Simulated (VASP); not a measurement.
# Sm3Ta (Pmmm) in VASP: relaxation of cell and atoms with PBE

Aim: the relaxation of cell and atoms of Sm3Ta with PBE.

Everything below comes from runs of VASP 6.6.1. Logs are shortened: lines on timing, memory, paths and dates and some standing lists are left out, and cuts for length are marked.

### Step 1. The cell of the first run

The structure is orthorhombic, space group Pmmm (No. 47). Conventional cell: a = 3.456 Å, b = 7.022 Å, c = 9.653 Å, α = 90.00°, β = 90.00°, γ = 90.00°. Within 4.2 Å of Sm (site symmetry mm2) lie 4 Ta at 3.18 Å and 8 Sm at 3.46 to 3.59 Å. Within 4.4 Å of Sm (site symmetry mm2) lie 4 Ta at 3.32 Å and 9 Sm at 3.46 to 3.82 Å. Sm (site symmetry m2m) has 12 Sm at 3.25 to 3.82 Å within 4.3 Å. Within 3.5 Å of Ta (site symmetry m2m) lie 3 Ta at 2.68 to 3.46 Å and 8 Sm at 3.18 to 3.32 Å.

### Step 2. Relaxation of cell and atoms, PBE

INCAR reads:

```
SYSTEM = Sm3Ta
PREC     = Accurate       ! precision mode
ENCUT    = 500            ! plane-wave cutoff, eV
EDIFF    = 1E-7           ! SCF threshold, eV
ISMEAR   = 0              ! smearing method
SIGMA    = 0.1            ! smearing width, eV
LREAL    = .False.        ! projectors in reciprocal space
LASPH    = .True.         ! aspherical terms in the spheres
NELM     = 200            ! most SCF steps
ALGO     = Normal         ! electronic algorithm
ISIF     = 3              ! what is computed and relaxed
LWAVE    = .False.        ! write WAVECAR
LCHARG   = .False.        ! write CHGCAR
GGA      = PE             ! functional
IBRION   = 2              ! ionic algorithm
NSW      = 100            ! ionic steps
EDIFFG   = -0.01          ! ionic threshold
GGA_COMPAT= .False.      
NELMIN   = 4            
LMAXMIX  = 6              ! l up to which the mixer works
KPAR     = 4
```

KPOINTS reads:

```
Automatic mesh
0
Gamma
  10 6 4
  0 0 0
```

POSCAR reads:

```
Sm3Ta
1.0
    3.4558625244      0.0000000000      0.0000000000
    0.0000000000      7.0216924820      0.0000000000
    0.0000000000      0.0000000000      9.6532744171
Sm Ta
6 2
Direct
    0.0000000000      0.5000000000      0.2609127865
    0.0000000000      0.0000000000      0.3105841880
    0.5000000000      0.7687836896      0.0000000000
    0.5000000000      0.2312163104      0.0000000000
    0.0000000000      0.5000000000      0.7390872135
    0.0000000000      0.0000000000      0.6894158120
    0.5000000000      0.3088983503      0.5000000000
    0.5000000000      0.6911016497      0.5000000000
```

Potentials or basis: VASP PAW PBE potentials, release 64 (Sm_3, Ta_pv), 4f in core.

Started as:

```
cat potpaw_PBE.64/Sm_3/POTCAR potpaw_PBE.64/Ta_pv/POTCAR > POTCAR
mpirun -np 4 vasp_std > vasp.out
```

OUTCAR:

```text
SYSTEM = Sm3Ta
   PREC = Accurate
   ENCUT = 500
   EDIFF = 1E-7
   ISMEAR = 0
   LREAL = .False.
   LASPH = .True.
   NELM = 200
   ISIF = 3
   GGA = PE
   IBRION = 2
   NSW = 100
   EDIFFG = -0.01
   NELMIN = 4

 ion  position               nearest neighbor table
   1  0.000  0.500  0.261-   7 3.18   8 3.18   7 3.18   8 3.18   2 3.54   2 3.54   3 3.59   4 3.59
                             4 3.59   3 3.59
   2  0.000  0.000  0.311-   7 3.32   8 3.32   7 3.32   8 3.32   1 3.54   1 3.54   6 3.66
   3  0.500  0.769  0.000-   4 3.25   1 3.59   5 3.59   1 3.59   5 3.59   4 3.77
   4  0.500  0.231  0.000-   3 3.25   1 3.59   5 3.59   1 3.59   5 3.59   3 3.77
   5  0.000  0.500  0.739-   7 3.18   8 3.18   7 3.18   8 3.18   6 3.54   6 3.54   3 3.59   4 3.59
                             3 3.59   4 3.59
   6  0.000  0.000  0.689-   7 3.32   8 3.32   7 3.32   8 3.32   5 3.54   5 3.54   2 3.66
   7  0.500  0.309  0.500-   8 2.68   5 3.18   1 3.18   1 3.18   5 3.18   6 3.32   2 3.32   2 3.32
                             6 3.32
   8  0.500  0.691  0.500-   7 2.68   5 3.18   1 3.18   1 3.18   5 3.18   6 3.32   2 3.32   2 3.32
                             6 3.32

  LATTYP: Found a simple orthorhombic cell.
 ALAT       =     3.4558625244
 B/A-ratio  =     2.0318205462
 C/A-ratio  =     2.7933039434

  Lattice vectors:

 A1 = (   3.4558625244,   0.0000000000,   0.0000000000)
 A2 = (   0.0000000000,   7.0216924820,   0.0000000000)
 A3 = (   0.0000000000,   0.0000000000,   9.6532744171)

Analysis of symmetry for initial positions (statically):
=====================================================================
 Subroutine PRICEL returns:
 Original cell was already a primitive cell.

 Routine SETGRP: Setting up the symmetry group for a
 simple orthorhombic supercell.

 Subroutine GETGRP returns: Found  8 space group operations
 (whereof  8 operations were pure point group operations)
 out of a pool of  8 trial point group operations.

The static configuration has the point symmetry D_2h.

Analysis of symmetry for dynamics (positions and initial velocities):
=====================================================================
 Subroutine PRICEL returns:
 Original cell was already a primitive cell.

 Routine SETGRP: Setting up the symmetry group for a
 simple orthorhombic supercell.

 Subroutine GETGRP returns: Found  8 space group operations
 (whereof  8 operations were pure point group operations)
 out of a pool of  8 trial point group operations.

The dynamic configuration has the point symmetry D_2h.

 Subroutine INISYM returns: Found  8 space group operations
 (whereof  8 operations are pure point group operations),
[... 132 lines left out ...]
   LORBIT       =      0    0 simple, 1 ext, 2 COOP (PROOUT), +10 PAW based schemes
   GGA     = PE    functional components
   LHFCALC =     F    Hartree Fock is set to
   AEXX    =    0.0000 exact exchange contribution
   IVDW    =     0    specifies the selected vdW correction
   LEPSILON=     F    determine dielectric tensor
   LRPA    =     F    only Hartree local field effects (RPA)
 conjugate gradient relaxation of ions
 non-spin polarized calculation
 Gauss-broadening in eV      SIGMA  =   0.10
  energy-cutoff  :      500.00
  volume of cell :      234.25
 maximum number of plane-waves:      5980
 NGX is ok and might be reduce to    28
   NGX = 13   NGY = 25   NGZ = 35

--------------------------------------- Ionic step        1  -------------------------------------------

 number of electron      87.9999996 magnetization

 Free energy of the ion-electron system (eV)
  ---------------------------------------------------
  ext. energy  EPLUGINS =         0.00000000
  ---------------------------------------------------
  free energy    TOTEN  =       -49.26641448 eV

  energy without entropy =      -49.21983309  energy(sigma->0) =      -49.24312378

------------------------ aborting loop because EDIFF is reached ----------------------------------------

  FORCE on cell =-STRESS in cart. coord.  units (eV):
  Direction    XX          YY          ZZ          XY          YZ          ZX
  --------------------------------------------------------------------------------------
  -------------------------------------------------------------------------------------
  Total        0.2453059      0.4067135      0.4514349      0.0000000      0.0000000      0.0000000
  in kB        1.6778213      2.7818026      3.0876836      0.0000000      0.0000000      0.0000000
  external PRESSURE =       2.5157692 kB  Pullay stress =       0.0000000 kB
[... 107 lines left out ...]
  FREE ENERGIE OF THE ION-ELECTRON SYSTEM (eV)
  ---------------------------------------------------
  free  energy   TOTEN  =       -49.2700731233 eV

  energy  without entropy=      -49.2233878797  energy(sigma->0) =      -49.24673050

[... ionic steps 4 to 8 ...]

--------------------------------------- Ionic step        9  -------------------------------------------

 number of electron      87.9999998 magnetization

------------------------ aborting loop because EDIFF is reached ----------------------------------------
[... 79 lines left out ...]
--------------------------------------- Ionic step       11  -------------------------------------------

 number of electron      87.9999998 magnetization

 Free energy of the ion-electron system (eV)
  ---------------------------------------------------
  ext. energy  EPLUGINS =         0.00000000
  ---------------------------------------------------
  free energy    TOTEN  =       -49.27189790 eV

  energy without entropy =      -49.22502312  energy(sigma->0) =      -49.24846051

 E-fermi :   3.4906     XC(G=0): -10.2632

 val. band max:        3.4789015528   @ k =   0.1000   0.1667   0.5000
 cond. band min:       3.4933356691   @ k =   0.3000   0.0000   0.2500
 fundamental gap:      0.0144341162
 Fermi energy:         3.4906153028

 k-point     1 :       0.0000    0.0000    0.0000
  band No.  band energies     occupation
      1     -37.6457      2.00000
      2     -37.5765      2.00000
      3     -37.3646      2.00000
      4     -37.3509      2.00000
      5     -37.1844      2.00000
      6     -37.1819      2.00000
[... 1309 lines left out ...]
     51       4.4989      0.00000
     52       4.6210      0.00000

 [... further k-points ...]

------------------------ aborting loop because EDIFF is reached ----------------------------------------

  FORCE on cell =-STRESS in cart. coord.  units (eV):
  Direction    XX          YY          ZZ          XY          YZ          ZX
  --------------------------------------------------------------------------------------
  -------------------------------------------------------------------------------------
  Total       -0.0282507     -0.0083439     -0.0224599     -0.0000000      0.0000000      0.0000000
  in kB       -0.1916525     -0.0566046     -0.1523676     -0.0000000      0.0000000      0.0000000
  external PRESSURE =      -0.1335416 kB  Pullay stress =       0.0000000 kB
[... 23 lines left out ...]
  FREE ENERGIE OF THE ION-ELECTRON SYSTEM (eV)
  ---------------------------------------------------
  free  energy   TOTEN  =       -49.2718978991 eV

  energy  without entropy=      -49.2250231156  energy(sigma->0) =      -49.24846051

 reached required accuracy - stopping structural energy minimisation
```

It took 15 min on 4 MPI ranks of Intel Xeon 6975P-C (Granite Rapids), shared host; peak memory 0.78 GiB.

Results:

```
Free energy                           : -49.2719 eV
Relaxed volume                        : 29.52 Å³/atom
Relaxed cell                          : a = 3.453 Å, b = 7.054 Å, c = 9.695 Å, α = 90.00°, β = 90.00°, γ = 90.00°
Space group after relaxing (to 0.1 Å) : Pmmm (No. 47)
Energy gained by relaxing             : 0.7 meV/atom
Ionic steps                           : 11
Pressure after relaxing               : 0.0 GPa
Largest force after relaxing          : 0.006 eV/Å
Band gap on the k mesh                : zero (bands 44 and 45 overlap by 0.75 eV)
```

Forces in eV/Å, atoms in the order of the input:
```
Sm   0.000  0.000 -0.006
Sm   0.000  0.000 -0.002
Sm   0.000  0.000  0.000
Sm   0.000  0.000  0.000
Sm   0.000  0.000  0.006
Sm   0.000  0.000  0.002
Ta   0.000  0.004  0.000
Ta   0.000 -0.004  0.000
```

The path:
```
step  energy change (eV)  largest force (eV/Å)  pressure (GPa)  volume (Å³)
   1              0.0000                0.1696            0.25       234.25
   2             -0.0035                0.0885           -0.05       235.81
   3             -0.0037                0.0645           -0.14       236.27
   4             -0.0045                0.0489            0.04       235.84
   5             -0.0045                0.0492            0.03       235.85
   6             -0.0049                0.0364            0.02       235.96
   7             -0.0052                0.0209           -0.01       236.15
   8             -0.0052                0.0213           -0.01       236.17
   9             -0.0054                0.0154            0.00       236.14
  10             -0.0055                0.0115            0.00       236.13
  11             -0.0055                0.0056           -0.01       236.17
```

Final structure:
```
Sm Ta
1.0
     3.45320    0.00000    0.00000
     0.00000    7.05433    0.00000
     0.00000    0.00000    9.69500
Sm Ta
6 2
Direct
  0.00000 0.50000 0.26080
  0.00000 0.00000 0.31247
  0.50000 0.77017 0.00000
  0.50000 0.22983 0.00000
  0.00000 0.50000 0.73920
  0.00000 0.00000 0.68753
  0.50000 0.31150 0.50000
  0.50000 0.68850 0.50000
```

Caveat: spin-orbit coupling is left out, which moves the levels of the heavy elements; the 4f electrons are frozen in the core, so they carry no moment and show no levels. Spin polarisation is off, so any magnetic state and its effect on volume and gap are missing.
